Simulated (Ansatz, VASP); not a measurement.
TiCo in VASP and in Ansatz

```xyz
2
Lattice="3.0147 0.0000 0.0000 0.0000 3.0147 0.0000 0.0000 0.0000 3.0147" Properties=species:S:1:pos:R:3 pbc="T T T"
Ti    0.0000    0.0000    0.0000
Co    1.5073    1.5073    1.5073
```

Alike in both runs: task single point; functional PBE; k mesh 18 × 18 × 18; occupations gaussian, width 0.1 eV; collinear spin.

|  | VASP | Ansatz |
| --- | --- | --- |
| version | VASP 6.6.1 | Ansatz 0.2.0 |
| potentials or method | VASP PAW PBE potentials, release 64 (Ti_sv, Co), cutoff 520 eV | scalar-relativistic, plane waves, PAW |
| valence electrons in the cell | 21 | 29 |

Ansatz gave:

* gap on the k mesh at the Fermi level (eV): none
* pressure (GPa): -4.6
* net moment per atom (μB): 0.44
* size of the moment on the site where the two differ most (μB): 1.02

Problem. Which values does VASP return?

Solution. gap on the k mesh at the Fermi level (eV): none; pressure (GPa): -5.0; net moment per atom (μB): 0.44; size of the moment on the site where the two differ most (μB): 0.99.

Site moments also hang on the region over which each program counts them. A gap of «none» marks a metal or a gap that the smearing closes. VASP's potentials hold 21 valence electrons a cell and Ansatz's 29, so a difference there can come from the potentials and not from the codes.
